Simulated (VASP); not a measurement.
Write the native input for VASP 6.6.1 that does the following.

```yaml
Task: single point
Functional: PBE
Potentials_or_basis: VASP PAW PBE potentials, release 64 (W_sv, Br, F)
Cutoff: 520 eV
k_mesh: 6 × 6 × 2
Occupations: gaussian, width 0.1 eV
Spin: collinear spin
Starting_moments: "[1.91, 1.23, -0.02, 0.4, 0.4] μB"
Dipole_correction: no
Further_INCAR_settings: ALGO = Normal; EDIFF = 1e-06; NBANDS = 33
```

The structure of WBr2F2 lies in POSCAR:

```
WBr2F2
1.0
    4.2071227000      0.0000000000      0.0000000000
   -2.1035613500      3.6434751300      0.0000000000
    0.0000000000      0.0000000000      8.2269211700
W Br F
1 2 2
Direct
    0.6666666700      0.3333333300      0.0000000000
    0.6666666700      0.3333333300      0.5000000000
    0.3333333300      0.6666666700      0.0000000000
    0.0000000000      0.0000000000      0.7055339800
    0.0000000000      0.0000000000      0.2944660200
```

The cell was generated, and may not be a known phase.

One way to write it, as run:

INCAR

```
SYSTEM = WBr2F2
ALGO = Normal ; EDIFF = 1E-6
ENCUT = 520 ; GGA = PE
ISIF = 2 ; ISMEAR = 0
ISPIN = 2 ; LASPH = .True.
LCHARG = .True. ; LELF = .True.
LMAXMIX = 4 ; LORBIT = 11
LREAL = .False. ; LVHAR = .True.
LWAVE = .False. ; MAGMOM = 1.91 1.23 -0.02 0.4 0.4
NBANDS = 33 ; NELM = 150
PREC = Accurate ; SIGMA = 0.1
```

KPOINTS

```
k-points
0
Gamma
  6 6 2
  0 0 0
```

Potentials or basis: VASP PAW PBE potentials, release 64 (W_sv, Br, F).

Run with:

```bash
$ cat potpaw_PBE.64/W_sv/POTCAR potpaw_PBE.64/Br/POTCAR potpaw_PBE.64/F/POTCAR > POTCAR
$ mpirun -np 1 vasp_std > vasp.out
```

It gave:

```json
{
  "Pressure": "-5.1 GPa",
  "Largest force": "1.032 eV/Å",
  "Net moment": "0.40 μB per cell",
  "Site moments": "W +0.12; Br +0.05, +0.00; F +0.09 μB",
  "Valence electrons inside the program's atomic spheres": "W 11.76; Br 4.57, 4.93; F 5.93"
}
```

Caveat: the k points lie up to 0.38 Å⁻¹ apart; a moment this small can come from the mesh or the smearing; forces of over 1 eV/Å act on the atoms, so gaps and moduli don't describe the material at rest.

Wall time 5.4 min on 1 thread of Intel(R) Xeon(R) Platinum 8375C CPU @ 2.90GHz (Ice Lake), on a shared host, peak memory 0.35 GiB.
